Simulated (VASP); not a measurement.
# Rh (I4/mmm) in VASP: further runs

Rh is run at these levels: LDA; tasks: single point.

All numbers are computed with VASP 6.6.1; they aren't measurements. Logs are shortened: lines on timing, memory, paths and dates and some standing lists are left out, and cuts for length are marked.

### 1 The cell of the first run

Symmetry: I4/mmm, No. 139, tetragonal system. The conventional cell has a = 2.689 Å, b = 2.689 Å, c = 3.651 Å, α = 90.00°, β = 90.00°, γ = 90.00°. Within 3.5 Å of Rh (site symmetry 4/mmm) lie 12 Rh at 2.64 to 2.69 Å.

### 2 Single point, LDA (strain -0.0400 x Voigt [1, 0, 0, 0, 0, 0])

The input, INCAR:

```
PREC = Accurate ; ENCUT = 520
EDIFF = 1E-7 ; ISMEAR = 0
SIGMA = 0.15 ; LREAL = F
LASPH = T ; NELM = 100
ALGO = Fast ; ISIF = 2
LWAVE = F ; LCHARG = F
GGA = CA ; NBANDS = 14
```

The input, KPOINTS:

```
Automatic mesh
0
Gamma
  22 22 22
```

The input, POSCAR:

```
Rh
1.0
    0.0000000000      1.9015500000      1.9015500000
    1.8254880000      0.0000000000      1.9015500000
    1.8254880000      1.9015500000      0.0000000000
Rh
1
Direct
    0.0000000000      0.0000000000      0.0000000000
```

Potentials or basis: VASP PAW LDA potentials, release 64 (Rh_pv).

Command:

```
$ cat potpaw_LDA.64/Rh_pv/POTCAR > POTCAR
$ mpirun -np 1 vasp_std > vasp.out
```

OUTCAR:

```text
PREC = Accurate
   ENCUT = 520
   EDIFF = 1E-7
   ISMEAR = 0
   LREAL = F
   LASPH = T
   NELM = 100
   ISIF = 2
   GGA = CA

 ion  position               nearest neighbor table
   1  0.000  0.000  0.000-

  LATTYP: Found a body centered tetragonal cell.
 ALAT       =     2.6891977995
 C/A-ratio  =     1.3576450199

  Lattice vectors:

 A1 = (  -1.8254880000,   0.0000000000,  -1.9015500000)
 A2 = (  -1.8254880000,   0.0000000000,   1.9015500000)
 A3 = (   1.8254880000,   1.9015500000,   0.0000000000)

Analysis of symmetry for initial positions (statically):
=====================================================================
 Subroutine PRICEL returns:
 Original cell was already a primitive cell.

 Routine SETGRP: Setting up the symmetry group for a
 body centered tetragonal supercell.

 Subroutine GETGRP returns: Found 16 space group operations
 (whereof 16 operations were pure point group operations)
 out of a pool of 16 trial point group operations.

The static configuration has the point symmetry D_4h.

Analysis of symmetry for dynamics (positions and initial velocities):
=====================================================================
 Subroutine PRICEL returns:
 Original cell was already a primitive cell.

 Routine SETGRP: Setting up the symmetry group for a
 body centered tetragonal supercell.

 Subroutine GETGRP returns: Found 16 space group operations
 (whereof 16 operations were pure point group operations)
 out of a pool of 16 trial point group operations.

The dynamic configuration has the point symmetry D_4h.

 Subroutine INISYM returns: Found 16 space group operations
 (whereof 16 operations are pure point group operations),
 and found     1 'primitive' translations

----------------------------------------------------------------------------------------

                                     Primitive cell

  volume of cell :      13.2015

  direct lattice vectors                    reciprocal lattice vectors
     0.000000000  1.901550000  1.901550000    -0.273899363  0.262943388  0.262943388
     1.825488000  0.000000000  1.901550000     0.273899363 -0.262943388  0.262943388
     1.825488000  1.901550000  0.000000000     0.273899363  0.262943388 -0.262943388

  length of vectors
     2.689197800  2.635962602  2.635962602     0.461843385  0.461843385  0.461843385

  position of ions in fractional coordinates (direct lattice)
     0.000000000  0.000000000  0.000000000

  ion indices of the primitive-cell ions
   primitive index   ion index
                 1           1

----------------------------------------------------------------------------------------

 KPOINTS: Automatic mesh

Automatic generation of k-mesh.
 Grid dimensions read from file:
 generate k-points for:   22   22   22

 Generating k-lattice:

  Cartesian coordinates                     Fractional coordinates (reciprocal lattice)
    -0.012449971  0.011951972  0.011951972     0.045454545  0.000000000  0.000000000
     0.012449971 -0.011951972  0.011951972     0.000000000  0.045454545 -0.000000000
     0.012449971  0.011951972 -0.011951972     0.000000000 -0.000000000  0.045454545

  Length of vectors
     0.020992881  0.020992881  0.020992881

  Shift w.r.t. Gamma in fractional coordinates (k-lattice)
     0.000000000  0.000000000  0.000000000

 Subroutine IBZKPT returns following result:
 ===========================================

 Found    834 irreducible k-points:

 Following reciprocal coordinates:
            Coordinates               Weight
  0.000000  0.000000  0.000000      1.000000
  0.045455 -0.000000 -0.000000      8.000000
  0.090909 -0.000000 -0.000000      8.000000
  0.136364 -0.000000 -0.000000      8.000000
  0.181818 -0.000000 -0.000000      8.000000
  0.227273 -0.000000 -0.000000      8.000000
[... 16 lines left out ...]
  0.500000  0.045455 -0.000000     16.000000
 -0.454545  0.045455  0.000000     16.000000
 [... further k-points ...]
   k-points           NKPTS =    834   k-points in BZ     NKDIM =    834   number of bands    NBANDS=     14
   number of dos      NEDOS =    301   number of ions     NIONS =      1
   total plane-waves  NPLWV =   8000
   dimension x,y,z NGX =    20 NGY =   20 NGZ =   20
   dimension x,y,z NGXF=    40 NGYF=   40 NGZF=   40
   ions per type =               1
   NGX,Y,Z   is equivalent  to a cutoff of  12.36, 12.61, 12.61 a.u.
   NGXF,Y,Z  is equivalent  to a cutoff of  24.73, 25.23, 25.23 a.u.
 SYSTEM =  unknown system
   PREC   = accura    normal or accurate (medium, high low for compatibility)
   ISTART =      0    job   : 0-new  1-cont  2-samecut
   ICHARG =      2    charge: 1-file 2-atom 10-const
   ISPIN  =      1    spin polarized calculation?
   LNONCOLLINEAR =      F non collinear calculations
   LSORBIT =      F    spin-orbit coupling
   LASPH  =      T    aspherical Exc in radial PAW
   ENCUT  =  520.0 eV  38.22 Ry    6.18 a.u.   5.00  4.90  4.90*2*pi/ulx,y,z
   NELM   =    100;   NELMIN=  2; NELMDL= -5     # of ELM steps
   EDIFF  = 0.1E-06   stopping-criterion for ELM
   LREAL  =      F    real-space projection
   EDIFFG = 0.1E-05   stopping-criterion for IOM
   NSW    =      0    number of steps for IOM
   IBRION =     -1    ionic relax: 0-MD 1-quasi-New 2-CG
   NFREE  =      0    steps in history (QN), initial steepest desc. (CG)
   ISIF   =      2    stress and relaxation
   ISYM   =      2    0-nonsym 1-usesym 2-fastsym
   POTIM  = 0.5000    time-step for ionic-motion
   TEBEG  =    0.0;   TEEND  =   0.0 temperature during run
   PSTRESS=    0.0 pullay stress
   NELECT =      15.0000    total number of electrons
   NUPDOWN=      -1.0000    fix difference up-down
   EMIN   =  10.00;   EMAX   =-10.00  energy-range for DOS
   EFERMI =   0.00;   METHOD = LEGACY
   ISMEAR =     0;   SIGMA  =   0.15  broadening in eV -4-tet -1-fermi 0-gaus
   EFERMI_NEDOS =   21; number of points for ismear=-14 and -15
   IALGO  =     68    algorithm
   IMIX   =      4    mixing-type and parameters
     AMIX     =   0.40;   BMIX     =  1.00
     AMIX_MAG =   1.60;   BMIX_MAG =  1.00
  volume/ion in A,a.u.               =      13.20        89.09
  Fermi-wavevector in a.u.,A,eV,Ry     =   1.708298  3.228216 39.705661  2.918284
  Thomas-Fermi vector in A             =   2.786992
   LORBIT       =      0    0 simple, 1 ext, 2 COOP (PROOUT), +10 PAW based schemes
   GGA     = CA    functional components
   LHFCALC =     F    Hartree Fock is set to
   AEXX    =    0.0000 exact exchange contribution
   IVDW    =     0    specifies the selected vdW correction
   LEPSILON=     F    determine dielectric tensor
   LRPA    =     F    only Hartree local field effects (RPA)
 non-spin polarized calculation
 RMM-DIIS sequential band-by-band and
 Gauss-broadening in eV      SIGMA  =   0.15
  energy-cutoff  :      520.00
  volume of cell :       13.20
 maximum number of plane-waves:       370
   NGX =  9   NGY =  9   NGZ =  9

 number of electron      15.0000003 magnetization

 Free energy of the ion-electron system (eV)
  ---------------------------------------------------
  ext. energy  EPLUGINS =         0.00000000
  ---------------------------------------------------
  free energy    TOTEN  =        -8.67828407 eV

  energy without entropy =       -8.66430981  energy(sigma->0) =       -8.67129694

 E-fermi :  12.4734     XC(G=0): -14.6115

 val. band max:       12.4725428783   @ k =   0.4091   0.1364   0.0455
 cond. band min:      12.4746990717   @ k =   0.4545   0.3182   0.0909
 fundamental gap:      0.0021561934
 Fermi energy:        12.4733976913

 k-point     1 :       0.0000    0.0000    0.0000
  band No.  band energies     occupation
      1     -33.7623      2.00000
      2     -33.7623      2.00000
      3     -33.7378      2.00000
      4       4.1469      2.00000
      5       9.0270      2.00000
      6       9.0270      2.00000
      7       9.4794      2.00000
      8      11.1432      2.00000
      9      11.6996      2.00000
     10      28.4155      0.00000
     11      32.7187      0.00000
     12      33.5838      0.00000
     13      33.5838      0.00000
     14      34.9541      0.00000

 k-point     2 :       0.0455   -0.0000   -0.0000
  band No.  band energies     occupation
      1     -33.7764      2.00000
      2     -33.7652      2.00000
      3     -33.7437      2.00000
      4       4.2343      2.00000
      5       9.0142      2.00000
      6       9.0621      2.00000
      7       9.4862      2.00000
      8      11.1275      2.00000
      9      11.6743      2.00000
     10      28.5485      0.00000
     11      32.7182      0.00000
     12      33.3037      0.00000
     13      33.7146      0.00000
     14      34.8742      0.00000

 k-point     3 :       0.0909   -0.0000   -0.0000
  band No.  band energies     occupation
      1     -33.8260      2.00000
      2     -33.7737      2.00000
      3     -33.7523      2.00000
      4       4.4888      2.00000
      5       8.9573      2.00000
      6       9.1571      2.00000
      7       9.5314      2.00000
      8      11.0929      2.00000
      9      11.6083      2.00000
     10      28.9210      0.00000
     11      32.3864      0.00000
     12      32.7226      0.00000
     13      34.0996      0.00000
     14      35.0687      0.00000
[... 324 lines left out ...]
 k-point    23 :       0.5000    0.0455   -0.0000
  band No.  band energies     occupation
      1     -34.6054      2.00000
      2     -33.9132      2.00000
      3     -33.8452      2.00000
      4       6.0256      2.00000
      5       8.8235      2.00000
      6       9.3773      2.00000
      7      12.2250      1.98080
      8      13.0474      0.00000
      9      14.0632      0.00000
     10      21.5360      0.00000
     11      28.0093      0.00000
     12      32.7195      0.00000
     13      33.5005      0.00000
     14      34.2593      0.00000

 k-point    24 :      -0.4545    0.0455    0.0000
  band No.  band energies     occupation
      1     -34.6007      2.00000
      2     -33.9143      2.00000
      3     -33.8426      2.00000
      4       6.0329      2.00000
      5       8.8363      2.00000
      6       9.3832      2.00000
      7      12.1870      1.99308
      8      12.9525      0.00001
      9      14.0429      0.00000
     10      21.6632      0.00000
     11      28.0394      0.00000
     12      32.7195      0.00000
     13      33.4307      0.00000
     14      34.4631      0.00000

 [... further k-points ...]
[... 5 lines left out ...]
  --------------------------------------------------------------------------------------
  -------------------------------------------------------------------------------------
  Total        0.7404117     -0.1481540     -0.1481540      0.0000000      0.0000000      0.0000000
  in kB       89.8585423    -17.9804071    -17.9804071      0.0000000      0.0000000      0.0000000
  external PRESSURE =      17.9659094 kB  Pullay stress =       0.0000000 kB

 VOLUME and BASIS-vectors are now :
 -----------------------------------------------------------------------------
  energy-cutoff  :      520.00
  volume of cell :       13.20
      direct lattice vectors                 reciprocal lattice vectors
     0.000000000  1.901550000  1.901550000    -0.273899363  0.262943388  0.262943388
     1.825488000  0.000000000  1.901550000     0.273899363 -0.262943388  0.262943388
     1.825488000  1.901550000  0.000000000     0.273899363  0.262943388 -0.262943388

 POSITION                                       TOTAL-FORCE (eV/Angst)
 -----------------------------------------------------------------------------------
      0.00000      0.00000      0.00000         0.000000      0.000000     -0.000000
 -----------------------------------------------------------------------------------
    total drift:                                0.000000      0.000000      0.000000

  FREE ENERGIE OF THE ION-ELECTRON SYSTEM (eV)
  ---------------------------------------------------
  free  energy   TOTEN  =        -8.6782840681 eV

  energy  without entropy=       -8.6643098109  energy(sigma->0) =       -8.67129694
```

Run time: 56 s. Hardware: 1 thread of Intel Xeon 6975P-C (Granite Rapids), shared host; peak memory 0.24 GiB.

What came out:

| Quantity | Value |
| --- | --- |
| Free energy | -8.6783 eV |
| Pressure | 1.8 GPa |

Levels at points of the mesh, in eV from the Fermi level:
| k point | band 5 | band 6 | band 7 | band 8 | band 9 | band 10 |
| --- | --- | --- | --- | --- | --- | --- |
| (0.00, 0.00, 0.00) | -3.45 | -3.45 | -2.99 | -1.33 | -0.77 | 15.94 |
| (0.50, 0.00, 0.00) | -3.62 | -3.12 | 0.50 | 0.66 | 0.76 | 9.03 |
| (0.50, 0.50, 0.00) | -6.33 | 0.61 | 0.86 | 1.25 | 2.97 | 12.39 |
| (0.00, 0.50, 0.50) | -6.39 | 0.60 | 1.10 | 1.10 | 3.88 | 12.95 |

Caveat: the cell differs from its parent crystal (strain -0.0400 x Voigt [1, 0, 0, 0, 0, 0]).

### 3 Single point, LDA (strain -0.0300 x Voigt [1, 0, 0, 0, 0, 0])

The input, INCAR:

```
ALGO = Fast
EDIFF = 1E-6
ENCUT = 520
GGA = CA
ISIF = 2
ISMEAR = 0
LASPH = True
LCHARG = False
LREAL = False
LWAVE = False
NBANDS = 14
NELM = 100
PREC = Accurate
SIGMA = 0.15
```

The input, KPOINTS:

```
k-points
0
Gamma
  22 22 22
```

The input, POSCAR:

```
Rh
1.0
    0.0000000000      1.9015500000      1.9015500000
    1.8445035000      0.0000000000      1.9015500000
    1.8445035000      1.9015500000      0.0000000000
Rh
1
Direct
    0.0000000000      0.0000000000      0.0000000000
```

Potentials or basis: VASP PAW LDA potentials, release 64 (Rh_pv).

Command:

```
$ cat potpaw_LDA.64/Rh_pv/POTCAR > POTCAR
$ mpirun -np 1 vasp_std > vasp.out
```

It took 46 s on 1 thread of Intel Xeon 6975P-C (Granite Rapids), shared host; peak memory 0.24 GiB.

Results (log left out):

```yaml
Free_energy: -8.6838 eV
Pressure: -1.5 GPa
```

Stress tensor (GPa, compression positive):
```
 3.74  0.00  0.00
 0.00 -4.17  0.00
 0.00  0.00 -4.17
```

Levels at points of the mesh, in eV from the Fermi level:
| k point | band 5 | band 6 | band 7 | band 8 | band 9 | band 10 |
| --- | --- | --- | --- | --- | --- | --- |
| (0.00, 0.00, 0.00) | -3.36 | -3.36 | -3.03 | -1.24 | -0.83 | 15.94 |
| (0.50, 0.00, 0.00) | -3.51 | -3.14 | 0.53 | 0.67 | 0.71 | 8.91 |
| (0.50, 0.50, 0.00) | -6.25 | 0.60 | 0.89 | 1.18 | 3.03 | 12.35 |
| (0.00, 0.50, 0.50) | -6.28 | 0.59 | 1.07 | 1.07 | 3.70 | 13.02 |

Caveat: the cell differs from its parent crystal (strain -0.0300 x Voigt [1, 0, 0, 0, 0, 0]).

(Continued in part 2 of 2.)
